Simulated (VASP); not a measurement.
Input of a VASP 6.6.1 run:

INCAR

```
SYSTEM = Sn
PREC = Accurate
ENCUT = 520
EDIFF = 1E-6
ISMEAR = -1
SIGMA = 0.08
LREAL = .FALSE.
LASPH = .TRUE.
NELM = 60
ALGO = Normal
ISIF = 2
LWAVE = .FALSE.
LCHARG = .FALSE.
GGA = PE
NBANDS = 13
```

Contents of KPOINTS:

```
regular mesh
0
G
  12 12 12
  0 0 0
```

POSCAR

```
Sn
1.0
    2.3680147530      0.0000000000      0.0000000000
    0.0000000000      2.3680147530      0.0000000000
    0.0000000000      0.0000000000      2.3680147530
Sn
1
Direct
    0.0000000000      0.0000000000      0.0000000000
```

Potentials or basis: VASP PAW PBE potentials, release 64 (Sn_d).

Launch:

```console
$ cat potpaw_PBE.64/Sn_d/POTCAR > POTCAR
$ mpirun -np 1 vasp_std > vasp.out
```

(1) Predict the band gap on the k mesh.

(2) Predict the pressure.

Results:

(1) zero (band 7 reaches 28.81 eV, above the bottom of band 8 at 19.08 eV).

(2) 251.8 GPa.

Caveat: spin-orbit coupling is left out, which moves the levels of the heavy elements.
